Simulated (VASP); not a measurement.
Write the native input for VASP 6.6.1 that does the following.

```yaml
Task: relaxation of cell and atoms
Functional: PBE
Potentials_or_basis: VASP PAW PBE potentials, release 64 (Be, Pt)
Cutoff: 600 eV
k_mesh: 6 × 6 × 6
Occupations: gaussian, width 0.1 eV
Spin: no spin polarisation
Dipole_correction: no
Further_INCAR_settings: ALGO = Fast; EDIFF = 1e-06; IBRION = 2; EDIFFG = -0.04; NSW = 90; ISIF = 3
```

The structure of BePt lies in POSCAR:

```
BePt
1.0
    0.0000000000      2.2824940500      2.2824940500
    2.2824940500      0.0000000000      2.2824940500
    2.2824940500      2.2824940500      0.0000000000
Be Pt
1 1
Direct
    0.0000000000      0.0000000000      0.0000000000
    0.5000000000      0.5000000000      0.5000000000
```

The cell was built from a structure type or drawn by symmetry, and may not be a known phase.

One way to write it, as run:

INCAR

```
SYSTEM = BePt
PREC     = Accurate       ! precision mode
ENCUT    = 600            ! plane-wave cutoff, eV
EDIFF    = 1E-6           ! SCF threshold, eV
ISMEAR   = 0              ! smearing method
SIGMA    = 0.1            ! smearing width, eV
LREAL    = .FALSE.        ! projectors in reciprocal space
LASPH    = .TRUE.         ! aspherical terms in the spheres
NELM     = 60             ! most SCF steps
ALGO     = Fast           ! electronic algorithm
ISIF     = 3              ! what is computed and relaxed
LWAVE    = .FALSE.        ! write WAVECAR
LCHARG   = .FALSE.        ! write CHGCAR
GGA      = PE             ! functional
IBRION   = 2              ! ionic algorithm
NSW      = 90             ! ionic steps
EDIFFG   = -0.04          ! ionic threshold
```

KPOINTS

```
regular mesh
0
G
  6 6 6
  0 0 0
```

Potentials or basis: VASP PAW PBE potentials, release 64 (Be, Pt).

The run is started by

```bash
$ cat potpaw_PBE.64/Be/POTCAR potpaw_PBE.64/Pt/POTCAR > POTCAR
$ mpirun -np 1 vasp_std > vasp.out
```

Results of the run:

```json
{
 "Relaxed volume": "12.76 Å³/atom",
 "Relaxed cell": "a = 3.304 Å, b = 3.304 Å, c = 3.304 Å, α = 60.00°, β = 60.00°, γ = 60.00°",
 "Space group after relaxing (to 0.1 Å)": "Fm-3m (No. 225)",
 "Energy gained by relaxing": "32.1 meV/atom",
 "Ionic steps": "3",
 "Pressure after relaxing": "-0.1 GPa",
 "Band gap on the k mesh": "zero (bands 6 and 7 overlap by 0.28 eV)"
}
```

Caveat: the k points lie up to 0.39 Å⁻¹ apart in the final cell; spin-orbit coupling is left out, which moves the levels of the heavy elements.

Run time: 11 s on 1 thread of Intel(R) Xeon(R) 6975P-C (Granite Rapids), with other jobs on the host, peak memory 0.16 GiB.
